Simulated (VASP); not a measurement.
# Al (P6_3/mmc) in VASP: further runs

Al is run at these levels: LDA; tasks: density of states.

Program: VASP 6.6.1. These are calculated values, not measurements. Logs are shortened: lines on timing, memory, paths and dates and some standing lists are left out, and cuts for length are marked.

### 1 The cell of the first run

It takes space group P6_3/mmc (No. 194, hexagonal). The conventional cell has a = 2.815 Å, b = 2.815 Å, c = 4.647 Å, α = 90.00°, β = 90.00°, γ = 120.00°. Al (site symmetry -6m2) has 12 Al at 2.82 to 2.84 Å within 3.7 Å.

### 2 Density of states, LDA

The input, POSCAR:

```
Al
1.0
    2.8153452860      0.0000000000      0.0000000000
   -1.4076726430      2.4381605380      0.0000000000
    0.0000000000      0.0000000000      4.6472138214
Al
2
Direct
    0.3333333333      0.6666666667      0.2500000000
    0.6666666667      0.3333333333      0.7500000000
```

The input, INCAR.step1:

```
SYSTEM = Al
  PREC = Accurate
  ENCUT = 520
  EDIFF = 1E-6
  ISMEAR = -1
  SIGMA = 0.08
  LREAL = .FALSE.
  LASPH = .TRUE.
  NELM = 100
  ALGO = Normal
  ISIF = 2
  LWAVE = .FALSE.
  LCHARG = .TRUE.
  NBANDS = 10
```

The input, KPOINTS.step1:

```
Automatic mesh
0
G
  15 15 8
  0 0 0
```

The input, INCAR.step2:

```
SYSTEM = Al
  PREC = Accurate
  ENCUT = 520
  EDIFF = 1E-6
  ISMEAR = -5
  SIGMA = 0.08
  LREAL = .FALSE.
  LASPH = .TRUE.
  NELM = 100
  ALGO = Normal
  ISIF = 2
  LWAVE = .FALSE.
  LCHARG = .FALSE.
  LORBIT = 11
  NEDOS = 2001
  ICHARG = 11
```

The input, KPOINTS.step2:

```
Automatic mesh
0
G
  23 23 12
  0 0 0
```

Potentials or basis: VASP PAW LDA potentials, release 64 (Al).

Command:

```console
$ cat potpaw_LDA.64/Al/POTCAR > POTCAR
$ cp INCAR.step1 INCAR
$ cp KPOINTS.step1 KPOINTS
$ mpirun -np 1 vasp_std > vasp.out
$ cp INCAR.step2 INCAR
$ cp KPOINTS.step2 KPOINTS
$ mpirun -np 1 vasp_std > vasp.out
```

OUTCAR:

```text
SYSTEM = Al
   PREC = Accurate
   ENCUT = 520
   EDIFF = 1E-6
   ISMEAR = -5
   LREAL = .FALSE.
   LASPH = .TRUE.
   NELM = 100
   ISIF = 2
   LORBIT = 11
   ICHARG = 11

 ion  position               nearest neighbor table
   1  0.333  0.667  0.250-   2 2.84   2 2.84   2 2.84   2 2.84   2 2.84   2 2.84
   2  0.667  0.333  0.750-   1 2.84   1 2.84   1 2.84   1 2.84   1 2.84   1 2.84

  LATTYP: Found a hexagonal cell.
 ALAT       =     2.8153452860
 C/A-ratio  =     1.6506727770

  Lattice vectors:

 A1 = (   2.8153452860,   0.0000000000,   0.0000000000)
 A2 = (  -1.4076726430,   2.4381605380,   0.0000000000)
 A3 = (   0.0000000000,   0.0000000000,   4.6472138214)

Analysis of symmetry for initial positions (statically):
=====================================================================
 Subroutine PRICEL returns:
 Original cell was already a primitive cell.

 Routine SETGRP: Setting up the symmetry group for a
 hexagonal supercell.

 Subroutine GETGRP returns: Found 24 space group operations
 (whereof 12 operations were pure point group operations)
 out of a pool of 24 trial point group operations.

The static configuration has the point symmetry D_3d.
 The point group associated with its full space group is D_6h.

Analysis of symmetry for dynamics (positions and initial velocities):
=====================================================================
 Subroutine PRICEL returns:
 Original cell was already a primitive cell.

 Routine SETGRP: Setting up the symmetry group for a
 hexagonal supercell.

 Subroutine GETGRP returns: Found 24 space group operations
 (whereof 12 operations were pure point group operations)
 out of a pool of 24 trial point group operations.

The dynamic configuration has the point symmetry D_3d.
 The point group associated with its full space group is D_6h.

 Subroutine INISYM returns: Found 24 space group operations
 (whereof 12 operations are pure point group operations),
 and found     1 'primitive' translations

----------------------------------------------------------------------------------------

                                     Primitive cell

  volume of cell :      31.8997

  direct lattice vectors                    reciprocal lattice vectors
     2.815345286  0.000000000  0.000000000     0.355196219  0.205072633  0.000000000
    -1.407672643  2.438160538  0.000000000     0.000000000  0.410145265  0.000000000
     0.000000000  0.000000000  4.647213821     0.000000000  0.000000000  0.215182696

  length of vectors
     2.815345286  2.815345286  4.647213821     0.410145265  0.410145265  0.215182696

  position of ions in fractional coordinates (direct lattice)
     0.333333333  0.666666667  0.250000000
     0.666666667  0.333333333  0.750000000

  ion indices of the primitive-cell ions
   primitive index   ion index
                 1           1
                 2           2

----------------------------------------------------------------------------------------

 KPOINTS: Automatic mesh

Automatic generation of k-mesh.
 Grid dimensions read from file:
 generate k-points for:   23   23   12

 Generating k-lattice:

  Cartesian coordinates                     Fractional coordinates (reciprocal lattice)
     0.015443314  0.008916201  0.000000000     0.043478261  0.000000000  0.000000000
     0.000000000  0.017832403  0.000000000     0.000000000  0.043478261  0.000000000
     0.000000000  0.000000000  0.017931891     0.000000000  0.000000000  0.083333333

  Length of vectors
     0.017832403  0.017832403  0.017931891

  Shift w.r.t. Gamma in fractional coordinates (k-lattice)
     0.000000000  0.000000000  0.000000000

 TETIRR: Found   6486 inequivalent tetrahedra from    38088

 Subroutine IBZKPT returns following result:
 ===========================================

 Found    392 irreducible k-points:

 Following reciprocal coordinates:
            Coordinates               Weight
  0.000000  0.000000  0.000000      1.000000
  0.043478  0.000000  0.000000      6.000000
  0.086957  0.000000  0.000000      6.000000
  0.130435  0.000000  0.000000      6.000000
  0.173913  0.000000  0.000000      6.000000
  0.217391  0.000000  0.000000      6.000000
[... 16 lines left out ...]
  0.478261  0.043478  0.000000      6.000000
  0.086957  0.086957  0.000000      6.000000
 [... further k-points ...]
   k-points           NKPTS =    392   k-points in BZ     NKDIM =    392   number of bands    NBANDS=      7
   number of dos      NEDOS =   2001   number of ions     NIONS =      2
   total plane-waves  NPLWV =  20736
   dimension x,y,z NGX =    24 NGY =   24 NGZ =   36
   dimension x,y,z NGXF=    48 NGYF=   48 NGZF=   72
   ions per type =               2
   NGX,Y,Z   is equivalent  to a cutoff of  14.17, 14.17, 12.88 a.u.
   NGXF,Y,Z  is equivalent  to a cutoff of  28.34, 28.34, 25.76 a.u.
 SYSTEM =  Al
   PREC   = accura    normal or accurate (medium, high low for compatibility)
   ISTART =      0    job   : 0-new  1-cont  2-samecut
   ICHARG =     11    charge: 1-file 2-atom 10-const
   ISPIN  =      1    spin polarized calculation?
   LNONCOLLINEAR =      F non collinear calculations
   LSORBIT =      F    spin-orbit coupling
   LASPH  =      T    aspherical Exc in radial PAW
   ENCUT  =  520.0 eV  38.22 Ry    6.18 a.u.   5.23  5.23  8.64*2*pi/ulx,y,z
   NELM   =    100;   NELMIN=  2; NELMDL=  0     # of ELM steps
   EDIFF  = 0.1E-05   stopping-criterion for ELM
   LREAL  =      F    real-space projection
   EDIFFG = 0.1E-04   stopping-criterion for IOM
   NSW    =      0    number of steps for IOM
   IBRION =     -1    ionic relax: 0-MD 1-quasi-New 2-CG
   NFREE  =      0    steps in history (QN), initial steepest desc. (CG)
   ISIF   =      2    stress and relaxation
   ISYM   =      2    0-nonsym 1-usesym 2-fastsym
   POTIM  = 0.5000    time-step for ionic-motion
   TEBEG  =    0.0;   TEEND  =   0.0 temperature during run
   PSTRESS=    0.0 pullay stress
   NELECT =       6.0000    total number of electrons
   NUPDOWN=      -1.0000    fix difference up-down
   EMIN   =  10.00;   EMAX   =-10.00  energy-range for DOS
   EFERMI =   0.00;   METHOD = LEGACY
   ISMEAR =    -5;   SIGMA  =   0.08  broadening in eV -4-tet -1-fermi 0-gaus
   EFERMI_NEDOS =   21; number of points for ismear=-14 and -15
   IALGO  =     38    algorithm
   IMIX   =      4    mixing-type and parameters
     AMIX     =   0.40;   BMIX     =  1.00
     AMIX_MAG =   1.60;   BMIX_MAG =  1.00
  volume/ion in A,a.u.               =      15.95       107.63
  Fermi-wavevector in a.u.,A,eV,Ry     =   0.937986  1.772537 11.970648  0.879818
  Thomas-Fermi vector in A             =   2.065152
   LORBIT       =     11    0 simple, 1 ext, 2 COOP (PROOUT), +10 PAW based schemes
   GGA     = CA    functional components
   LHFCALC =     F    Hartree Fock is set to
   AEXX    =    0.0000 exact exchange contribution
   IVDW    =     0    specifies the selected vdW correction
   LEPSILON=     F    determine dielectric tensor
   LRPA    =     F    only Hartree local field effects (RPA)
 non-spin polarized calculation
 Fermi weights with tetrahedron method with Bloechl corrections
  energy-cutoff  :      520.00
  volume of cell :       31.90
 maximum number of plane-waves:       872
 NGX is ok and might be reduce to    24

 number of electron       6.0000000 magnetization

 Free energy of the ion-electron system (eV)
  ---------------------------------------------------
  ext. energy  EPLUGINS =         0.00000000
  ---------------------------------------------------
  free energy    TOTEN  =        -8.31553572 eV

  energy without entropy =       -8.31553572  energy(sigma->0) =       -8.31553572

 E-fermi :   8.1601     XC(G=0): -10.4709

 val. band max:        8.3226073599   @ k =   0.2174   0.2174   0.1667
 cond. band min:       8.0196168897   @ k =   0.3478   0.1304   0.0000
 fundamental gap:     -0.3029904702
 Fermi energy:         8.1600609492

 k-point     1 :       0.0000    0.0000    0.0000
  band No.  band energies     occupation
      1      -3.1904      2.00000
      2       3.4066      2.00000
      3       3.5708      2.00000
      4      19.0552      0.00000
      5      19.0552      0.00000
      6      19.4063      0.00000
      7      19.4065      0.00000

 k-point     2 :       0.0435    0.0000    0.0000
  band No.  band energies     occupation
      1      -3.1435      2.00000
      2       3.4500      2.00000
      3       3.6167      2.00000
      4      17.8875      0.00000
      5      18.3355      0.00000
      6      19.3750      0.00000
      7      20.2052      0.00000

 k-point     3 :       0.0870    0.0000    0.0000
  band No.  band energies     occupation
      1      -3.0027      2.00000
      2       3.5803      2.00000
      3       3.7539      2.00000
      4      16.2699      0.00000
      5      17.5456      0.00000
      6      18.8494      0.00000
      7      21.1199      0.00000

 k-point     4 :       0.1304    0.0000    0.0000
  band No.  band energies     occupation
      1      -2.7685      2.00000
      2       3.7974      2.00000
      3       3.9814      2.00000
      4      14.6167      0.00000
      5      16.8311      0.00000
      6      18.1758      0.00000
      7      20.3997      0.00000

 k-point     5 :       0.1739    0.0000    0.0000
  band No.  band energies     occupation
      1      -2.4414      2.00000
      2       4.1013      2.00000
      3       4.2974      2.00000
      4      12.9959      0.00000
      5      16.1958      0.00000
      6      17.4269      0.00000
      7      19.0123      0.00000

 k-point     6 :       0.2174    0.0000    0.0000
  band No.  band energies     occupation
      1      -2.0219      2.00000
      2       4.4921      2.00000
      3       4.6984      2.00000
      4      11.4338      0.00000
      5      15.6406      0.00000
      6      16.5731      0.00000
      7      17.4822      0.00000

 k-point     7 :       0.2609    0.0000    0.0000
  band No.  band energies     occupation
      1      -1.5111      2.00000
      2       4.9695      2.00000
      3       5.1766      2.00000
      4       9.9474      0.00000
      5      15.1652      0.00000
      6      15.5669      0.00000
      7      16.0028      0.00000
[... 121 lines left out ...]
 k-point    20 :       0.3478    0.0435    0.0000
  band No.  band energies     occupation
      1       0.1924      2.00000
      2       6.0375      2.00000
      3       6.5706      2.00000
      4       7.3157      2.11950
      5      12.5713      0.00000
      6      12.6524      0.00000
      7      13.8046      0.00000

 k-point    21 :       0.3913    0.0435    0.0000
  band No.  band energies     occupation
      1       1.0125      2.00000
      2       5.0700      2.00000
      3       7.3412      2.00003
      4       7.8201      1.46036
      5      11.4514      0.00000
      6      11.5843      0.00000
      7      13.4609      0.00000

 k-point    22 :       0.4348    0.0435    0.0000
  band No.  band energies     occupation
      1       1.9157      2.00000
      2       3.9659      2.00000
      3       8.1702      1.46735
      4       8.6007     -0.01255
      5      10.3633      0.00000
      6      10.5894      0.00000
      7      13.2898      0.00000

 k-point    23 :       0.4783    0.0435    0.0000
  band No.  band energies     occupation
      1       2.8228      2.00000
      2       2.9858      2.00000
      3       8.7826     -0.23515
      4       9.2453      0.00000
      5       9.6644      0.00000
      6       9.8754      0.00000
      7      13.2363      0.00000

 k-point    24 :       0.0870    0.0870    0.0000
  band No.  band energies     occupation
      1      -2.6282      2.00000
      2       3.9277      2.00000
      3       4.1173      2.00000
      4      14.6882      0.00000
      5      14.7625      0.00000
      6      20.1022      0.00000
      7      20.1844      0.00000

 [... further k-points ...]
[... 5 lines left out ...]
  --------------------------------------------------------------------------------------
  -------------------------------------------------------------------------------------
  Total       -0.0394179     -0.0394179     -0.0445654      0.0000000     -0.0000000      0.0000000
  in kB       -1.9797836     -1.9797836     -2.2383174      0.0000000     -0.0000000      0.0000000
  external PRESSURE =      -2.0659615 kB  Pullay stress =       0.0000000 kB

 VOLUME and BASIS-vectors are now :
 -----------------------------------------------------------------------------
  energy-cutoff  :      520.00
  volume of cell :       31.90
      direct lattice vectors                 reciprocal lattice vectors
     2.815345286  0.000000000  0.000000000     0.355196219  0.205072633  0.000000000
    -1.407672643  2.438160538  0.000000000     0.000000000  0.410145265  0.000000000
     0.000000000  0.000000000  4.647213821     0.000000000  0.000000000  0.215182696

 POSITION                                       TOTAL-FORCE (eV/Angst)
 -----------------------------------------------------------------------------------
     -0.00000      1.62544      1.16180         0.000000     -0.000000      0.000000
      1.40767      0.81272      3.48541        -0.000000      0.000000      0.000000
 -----------------------------------------------------------------------------------
    total drift:                                0.000000     -0.000000     -0.000000

  FREE ENERGIE OF THE ION-ELECTRON SYSTEM (eV)
  ---------------------------------------------------
  free  energy   TOTEN  =        -8.3155357194 eV

  energy  without entropy=       -8.3155357194  energy(sigma->0) =       -8.31553572

 total charge

# of ion       s       p       d       tot
------------------------------------------
    1        0.447   0.351   0.000   0.798
    2        0.447   0.351   0.000   0.798
--------------------------------------------------
tot          0.894   0.703   0.000   1.596
```

It took 22 s on 1 thread of Intel Xeon 6975P-C (Granite Rapids), shared host; peak memory 0.19 GiB.

Results:

- Valence electrons inside the program's atomic spheres: Al 0.80

Caveat: tetrahedron occupations give inexact forces and stress in metals.

### 3 Density of states, LDA (volume scaled by 0.92)

The input, POSCAR:

```
Al
1.0
    2.7410324792      0.0000000000      0.0000000000
   -1.3705162396      2.3738037596      0.0000000000
    0.0000000000      0.0000000000      4.5104040816
Al
2
Direct
    0.3333333333      0.6666666667      0.2500000000
    0.6666666667      0.3333333333      0.7500000000
```

The input, INCAR.step1:

```
  PREC = Accurate
  ENCUT = 520
  EDIFF = 1E-6
  ISMEAR = -1
  SIGMA = 0.08
  LREAL = F
  LASPH = T
  NELM = 80
  ALGO = Normal
  ISIF = 2
  LWAVE = F
  LCHARG = T
  GGA = CA
  NBANDS = 10
```

The input, KPOINTS.step1:

```
Automatic mesh
0
Gamma
  15 15 8
```

The input, INCAR.step2:

```
  PREC = Accurate
  ENCUT = 520
  EDIFF = 1E-6
  ISMEAR = -5
  SIGMA = 0.08
  LREAL = F
  LASPH = T
  NELM = 80
  ALGO = Normal
  ISIF = 2
  LWAVE = F
  LCHARG = F
  GGA = CA
  LORBIT = 11
  NBANDS = 10
  NEDOS = 1001
  ICHARG = 11
```

The input, KPOINTS.step2:

```
Automatic mesh
0
Gamma
  23 23 12
```

Potentials or basis: VASP PAW LDA potentials, release 64 (Al).

Command:

```console
$ cat potpaw_LDA.64/Al/POTCAR > POTCAR
$ cp INCAR.step1 INCAR
$ cp KPOINTS.step1 KPOINTS
$ mpirun -np 1 vasp_std > vasp.out
$ cp INCAR.step2 INCAR
$ cp KPOINTS.step2 KPOINTS
$ mpirun -np 1 vasp_std > vasp.out
```

Wall time 25 s (1 thread of Intel Xeon 6975P-C (Granite Rapids), shared host); peak memory 0.2 GiB.

Results (log left out):

```yaml
Valence_electrons_inside_the_program's_atomic_spheres: Al 0.83
```

Levels at points of the mesh, in eV from the Fermi level:
| k point | band 1 | band 2 | band 3 | band 4 | band 5 | band 6 | band 7 | band 8 |
| --- | --- | --- | --- | --- | --- | --- | --- | --- |
| (0.00, 0.00, 0.00) | -11.96 | -5.09 | -4.68 | 11.56 | 11.56 | 11.67 | 11.67 | 12.56 |
| (0.00, 0.00, 0.50) | -10.15 | -10.15 | 3.50 | 3.50 | 12.56 | 12.56 | 12.56 | 12.56 |

Caveat: tetrahedron occupations give inexact forces and stress in metals.
